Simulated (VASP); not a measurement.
# Cd2Hg3Se5 (I-4m2) in VASP: single point with PBE

Aim: the single point of Cd2Hg3Se5 with PBE.

Program: VASP 6.6.1. These are calculated values, not measurements. Logs are shortened: lines on timing, memory, paths and dates and some standing lists are left out, and cuts for length are marked.

## Step 1: The cell of the first run

Symmetry: I-4m2, No. 119, tetragonal system. Conventional cell: a = 4.411 Å, b = 4.411 Å, c = 31.145 Å, α = 90.00°, β = 90.00°, γ = 90.00°. Cd (site symmetry 2mm) has 4 Se at 2.69 Å within 3.5 Å. Within 3.6 Å of Hg (site symmetry 2mm) lie 4 Se at 2.71 Å. Hg (site symmetry -4m2) has 4 Se at 2.71 Å within 3.6 Å. Within 3.5 Å of Se (site symmetry 2mm) lie 2 Cd at 2.69 Å and 2 Hg at 2.71 Å. Se (site symmetry -4m2) has 4 Cd at 2.69 Å within 3.5 Å. Se (site symmetry 2mm) has 4 Hg at 2.71 Å within 3.6 Å.

## Step 2: Single point, PBE

Contents of INCAR:

```
PREC     = Accurate       # precision mode
ENCUT    = 520            # plane-wave cutoff, eV
EDIFF    = 1E-6           # SCF threshold, eV
ISMEAR   = 0              # smearing method
SIGMA    = 0.2            # smearing width, eV
LREAL    = F              # projectors in reciprocal space
LASPH    = T              # aspherical terms in the spheres
NELM     = 80             # most SCF steps
ALGO     = Normal         # electronic algorithm
ISIF     = 2              # what is computed and relaxed
LWAVE    = F              # write WAVECAR
LCHARG   = F              # write CHGCAR
GGA      = PE             # functional
NBANDS   = 56             # bands
```

Contents of KPOINTS:

```
regular mesh
0
Gamma
  6 6 6
```

Contents of POSCAR:

```
Cd2Hg3Se5
1.0
    0.0000000000     -4.4105657823      0.0000000000
    4.4105657823      0.0000000000      0.0000000000
   -2.2052828911      2.2052828911     15.5726511324
Cd Hg Se
2 3 5
Direct
    0.2007026205      0.2007026205      0.4014052409
    0.7992973795      0.7992973795      0.5985947591
    0.6009455109      0.6009455109      0.2018910217
    0.3990544891      0.3990544891      0.7981089783
    1.0000000000      0.0000000000      1.0000000000
    0.1514885627      0.6514885627      0.3029771253
    0.7500000000      0.2500000000      0.5000000000
    0.3485114373      0.8485114373      0.6970228747
    0.9495296644      0.4495296644      0.8990593288
    0.5504703356      0.0504703356      0.1009406712
```

Potentials or basis: VASP PAW PBE potentials, release 64 (Cd, Hg, Se).

Launch:

```
$ cat potpaw_PBE.64/Cd/POTCAR potpaw_PBE.64/Hg/POTCAR potpaw_PBE.64/Se/POTCAR > POTCAR
$ mpirun -np 1 vasp_std > vasp.out
```

OUTCAR:

```text
PREC = Accurate
   ENCUT = 520
   EDIFF = 1E-6
   ISMEAR = 0
   LREAL = F
   LASPH = T
   NELM = 80
   ISIF = 2
   GGA = PE

 ion  position               nearest neighbor table
   1  0.201  0.201  0.401-   6 2.69   6 2.69   7 2.69   7 2.69
   2  0.799  0.799  0.599-   8 2.69   8 2.69   7 2.69   7 2.69
   3  0.601  0.601  0.202-  10 2.71  10 2.71   6 2.71   6 2.71
   4  0.399  0.399  0.798-   9 2.71   9 2.71   8 2.71   8 2.71
   5  0.000  0.000  0.000-   9 2.71  10 2.71  10 2.71   9 2.71
   6  0.151  0.651  0.303-   1 2.69   1 2.69   3 2.71   3 2.71
   7  0.750  0.250  0.500-   2 2.69   1 2.69   2 2.69   1 2.69
   8  0.349  0.849  0.697-   2 2.69   2 2.69   4 2.71   4 2.71
   9  0.950  0.450  0.899-   5 2.71   5 2.71   4 2.71   4 2.71
  10  0.550  0.050  0.101-   5 2.71   5 2.71   3 2.71   3 2.71

  LATTYP: Found a body centered tetragonal cell.
 ALAT       =     4.4105657823
 C/A-ratio  =     7.0615208574

  Lattice vectors:

 A1 = (  -2.2052828912,  -2.2052828911, -15.5726511324)
 A2 = (   2.2052828911,   2.2052828912, -15.5726511324)
 A3 = (   2.2052828912,  -2.2052828912,  15.5726511324)

Analysis of symmetry for initial positions (statically):
=====================================================================
 Subroutine PRICEL returns:
 Original cell was already a primitive cell.

 Routine SETGRP: Setting up the symmetry group for a
 body centered tetragonal supercell.

 Subroutine GETGRP returns: Found  8 space group operations
 (whereof  8 operations were pure point group operations)
 out of a pool of 16 trial point group operations.

The static configuration has the point symmetry D_2d.

Analysis of symmetry for dynamics (positions and initial velocities):
=====================================================================
 Subroutine PRICEL returns:
 Original cell was already a primitive cell.

 Routine SETGRP: Setting up the symmetry group for a
 body centered tetragonal supercell.

 Subroutine GETGRP returns: Found  8 space group operations
 (whereof  8 operations were pure point group operations)
 out of a pool of 16 trial point group operations.

The dynamic configuration has the point symmetry D_2d.

 Subroutine INISYM returns: Found  8 space group operations
 (whereof  8 operations are pure point group operations),
 and found     1 'primitive' translations

----------------------------------------------------------------------------------------

                                     Primitive cell

  volume of cell :     302.9362

  direct lattice vectors                    reciprocal lattice vectors
     0.000000000 -4.410565782  0.000000000     0.000000000 -0.226728281  0.032107571
     4.410565782  0.000000000  0.000000000     0.226728281  0.000000000  0.032107571
    -2.205282891  2.205282891 15.572651132     0.000000000  0.000000000  0.064215142

  length of vectors
     4.410565782  4.410565782 15.881876733     0.228990414  0.228990414  0.064215142

  position of ions in fractional coordinates (direct lattice)
     0.200702621  0.200702621  0.401405241
     0.799297379  0.799297379  0.598594759
     0.600945511  0.600945511  0.201891022
     0.399054489  0.399054489  0.798108978
     0.000000000  0.000000000  0.000000000
     0.151488563  0.651488563  0.302977125
     0.750000000  0.250000000  0.500000000
     0.348511437  0.848511437  0.697022875
     0.949529664  0.449529664  0.899059329
     0.550470336  0.050470336  0.100940671

  ion indices of the primitive-cell ions
   primitive index   ion index
                 1           1
                 2           2
                 3           3
                 4           4
                 5           5
                 6           6
                 7           7
                 8           8
                 9           9
                10          10

----------------------------------------------------------------------------------------

 KPOINTS: regular mesh

Automatic generation of k-mesh.
 Grid dimensions read from file:
 generate k-points for:    6    6    6

 Generating k-lattice:

  Cartesian coordinates                     Fractional coordinates (reciprocal lattice)
     0.000000000 -0.037788047  0.005351262     0.166666667  0.000000000  0.000000000
     0.037788047  0.000000000  0.005351262     0.000000000  0.166666667  0.000000000
     0.000000000  0.000000000  0.010702524     0.000000000  0.000000000  0.166666667

  Length of vectors
     0.038165069  0.038165069  0.010702524

  Shift w.r.t. Gamma in fractional coordinates (k-lattice)
     0.000000000  0.000000000  0.000000000

 Subroutine IBZKPT returns following result:
 ===========================================

 Found     30 irreducible k-points:

 Following reciprocal coordinates:
            Coordinates               Weight
  0.000000  0.000000  0.000000      1.000000
  0.166667  0.000000  0.000000      8.000000
  0.333333  0.000000  0.000000      8.000000
  0.500000  0.000000 -0.000000      4.000000
  0.166667  0.166667  0.000000      8.000000
  0.333333  0.166667 -0.000000     16.000000
[... 16 lines left out ...]
 -0.333333  0.333333  0.166667      8.000000
  0.500000  0.500000  0.166667      4.000000
 [... further k-points ...]
   k-points           NKPTS =     30   k-points in BZ     NKDIM =     30   number of bands    NBANDS=     56
   number of dos      NEDOS =    301   number of ions     NIONS =     10
   total plane-waves  NPLWV = 155520
   dimension x,y,z NGX =    36 NGY =   36 NGZ =  120
   dimension x,y,z NGXF=    72 NGYF=   72 NGZF=  240
   ions per type =               2   3   5
   NGX,Y,Z   is equivalent  to a cutoff of  13.57, 13.57, 12.56 a.u.
   NGXF,Y,Z  is equivalent  to a cutoff of  27.14, 27.14, 25.12 a.u.
 SYSTEM =  unknown system
   PREC   = accura    normal or accurate (medium, high low for compatibility)
   ISTART =      0    job   : 0-new  1-cont  2-samecut
   ICHARG =      2    charge: 1-file 2-atom 10-const
   ISPIN  =      1    spin polarized calculation?
   LNONCOLLINEAR =      F non collinear calculations
   LSORBIT =      F    spin-orbit coupling
   LASPH  =      T    aspherical Exc in radial PAW
   ENCUT  =  520.0 eV  38.22 Ry    6.18 a.u.   8.20  8.20 29.53*2*pi/ulx,y,z
   NELM   =     80;   NELMIN=  2; NELMDL= -5     # of ELM steps
   EDIFF  = 0.1E-05   stopping-criterion for ELM
   LREAL  =      F    real-space projection
   EDIFFG = 0.1E-04   stopping-criterion for IOM
   NSW    =      0    number of steps for IOM
   IBRION =     -1    ionic relax: 0-MD 1-quasi-New 2-CG
   NFREE  =      0    steps in history (QN), initial steepest desc. (CG)
   ISIF   =      2    stress and relaxation
   ISYM   =      2    0-nonsym 1-usesym 2-fastsym
   POTIM  = 0.5000    time-step for ionic-motion
   TEBEG  =    0.0;   TEEND  =   0.0 temperature during run
   PSTRESS=    0.0 pullay stress
   NELECT =      90.0000    total number of electrons
   NUPDOWN=      -1.0000    fix difference up-down
   EMIN   =  10.00;   EMAX   =-10.00  energy-range for DOS
   EFERMI =   0.00;   METHOD = LEGACY
   ISMEAR =     0;   SIGMA  =   0.20  broadening in eV -4-tet -1-fermi 0-gaus
   EFERMI_NEDOS =   21; number of points for ismear=-14 and -15
   IALGO  =     38    algorithm
   IMIX   =      4    mixing-type and parameters
     AMIX     =   0.40;   BMIX     =  1.00
     AMIX_MAG =   1.60;   BMIX_MAG =  1.00
  volume/ion in A,a.u.               =      30.29       204.43
  Fermi-wavevector in a.u.,A,eV,Ry     =   1.092375  2.064290 16.235617  1.193284
  Thomas-Fermi vector in A             =   2.228640
   LORBIT       =      0    0 simple, 1 ext, 2 COOP (PROOUT), +10 PAW based schemes
   GGA     = PE    functional components
   LHFCALC =     F    Hartree Fock is set to
   AEXX    =    0.0000 exact exchange contribution
   IVDW    =     0    specifies the selected vdW correction
   LEPSILON=     F    determine dielectric tensor
   LRPA    =     F    only Hartree local field effects (RPA)
 non-spin polarized calculation
 Gauss-broadening in eV      SIGMA  =   0.20
  energy-cutoff  :      520.00
  volume of cell :      302.94
 maximum number of plane-waves:      8192
 NGX is ok and might be reduce to    36
   NGX = 17   NGY = 17   NGZ = 59

 number of electron      90.0000015 magnetization

 Free energy of the ion-electron system (eV)
  ---------------------------------------------------
  ext. energy  EPLUGINS =         0.00000000
  ---------------------------------------------------
  free energy    TOTEN  =       -23.23857908 eV

  energy without entropy =      -23.23267022  energy(sigma->0) =      -23.23562465

 E-fermi :   0.9704     XC(G=0):  -8.6427

 val. band max:        0.8177851406   @ k =   0.0000   0.0000   0.0000
 cond. band min:       0.9990553939   @ k =   0.0000   0.0000   0.1667
 fundamental gap:      0.1812702533
 Fermi energy:         0.9704131867

 k-point     1 :       0.0000    0.0000    0.0000
  band No.  band energies     occupation
      1     -11.9076      2.00000
      2     -11.7283      2.00000
      3     -11.6726      2.00000
      4     -11.4621      2.00000
      5     -11.3991      2.00000
      6      -7.1661      2.00000
[... 48 lines left out ...]
     55       6.5039      0.00000
     56       6.5043      0.00000

 k-point     2 :       0.1667    0.0000    0.0000
  band No.  band energies     occupation
      1     -11.8468      2.00000
      2     -11.6926      2.00000
      3     -11.6271      2.00000
      4     -11.4610      2.00000
      5     -11.3924      2.00000
      6      -7.1586      2.00000
[... 48 lines left out ...]
     55       6.1209      0.00000
     56       6.6658      0.00000
[... 1237 lines left out ...]
     55       6.2826      0.00000
     56       6.6872      0.00000

 k-point    24 :       0.5000    0.5000    0.1667
  band No.  band energies     occupation
      1     -11.4435      2.00000
      2     -11.4435      2.00000
      3     -11.3747      2.00000
      4     -11.3744      2.00000
      5     -11.3238      2.00000
      6      -7.0355      2.00000
[... 48 lines left out ...]
     55       5.9285      0.00000
     56       7.0230      0.00000

 [... further k-points ...]

------------------------ aborting loop because EDIFF is reached ----------------------------------------

  FORCE on cell =-STRESS in cart. coord.  units (eV):
  Direction    XX          YY          ZZ          XY          YZ          ZX
  --------------------------------------------------------------------------------------
  -------------------------------------------------------------------------------------
  Total        0.4457985      0.4457985      0.3955004      0.0000000     -0.0000000      0.0000000
  in kB        2.3577513      2.3577513      2.0917334      0.0000000     -0.0000000      0.0000000
  external PRESSURE =       2.2690787 kB  Pullay stress =       0.0000000 kB

 VOLUME and BASIS-vectors are now :
 -----------------------------------------------------------------------------
  energy-cutoff  :      520.00
  volume of cell :      302.94
      direct lattice vectors                 reciprocal lattice vectors
     0.000000000 -4.410565782  0.000000000     0.000000000 -0.226728281  0.032107571
     4.410565782  0.000000000  0.000000000     0.226728281  0.000000000  0.032107571
    -2.205282891  2.205282891 15.572651132     0.000000000  0.000000000  0.064215142

 POSITION                                       TOTAL-FORCE (eV/Angst)
 -----------------------------------------------------------------------------------
      0.00000     -0.00000      6.25094        -0.000000      0.000000     -0.000752
      2.20528     -2.20528      9.32171         0.000000     -0.000000      0.000752
      2.20528     -2.20528      3.14398         0.000000     -0.000000      0.000237
     -0.00000      0.00000     12.42867        -0.000000      0.000000     -0.000237
      0.00000      0.00000      0.00000        -0.000000     -0.000000     -0.000000
      2.20528     -0.00000      4.71816        -0.000000      0.000000     -0.001829
      0.00000     -2.20528      7.78633        -0.000000     -0.000000     -0.000000
      2.20528      0.00000     10.85449         0.000000     -0.000000      0.001829
      0.00000     -2.20528     14.00074         0.000000     -0.000000      0.000212
      0.00000     -2.20528      1.57191        -0.000000      0.000000     -0.000212
 -----------------------------------------------------------------------------------
    total drift:                                0.000001      0.000001      0.000000

  FREE ENERGIE OF THE ION-ELECTRON SYSTEM (eV)
  ---------------------------------------------------
  free  energy   TOTEN  =       -23.2385790837 eV

  energy  without entropy=      -23.2326702209  energy(sigma->0) =      -23.23562465
```

It took 10 min on 1 thread of AMD EPYC 7R13 (Zen 3), shared host; peak memory 0.62 GiB.

What came out:

| Property | Result |
| --- | --- |
| Free energy | -23.2386 eV |
| Pressure | 0.2 GPa |
| Band gap on the k mesh | zero (filled and empty bands touch) |

Levels at points of the mesh, in eV from the Fermi level:
| k point | band 42 | band 43 | band 44 | band 45 | band 46 | band 47 | band 48 | band 49 |
| --- | --- | --- | --- | --- | --- | --- | --- | --- |
| (0.00, 0.00, 0.00) | -0.86 | -0.60 | -0.18 | -0.15 | -0.15 | 1.76 | 1.97 | 2.75 |
| (0.50, 0.00, 0.00) | -0.94 | -0.86 | -0.84 | -0.84 | 1.27 | 1.60 | 1.87 | 2.66 |
| (0.50, 0.50, 0.00) | -2.08 | -2.08 | -2.02 | -2.02 | 2.70 | 2.92 | 3.01 | 3.01 |
| (0.00, 0.00, 0.50) | -0.51 | -0.51 | -0.28 | -0.28 | 0.60 | 0.95 | 2.54 | 2.63 |

Caveat: semilocal functionals underestimate gaps, so a narrow gap can read as zero; spin-orbit coupling is left out, which moves the levels of the heavy elements.
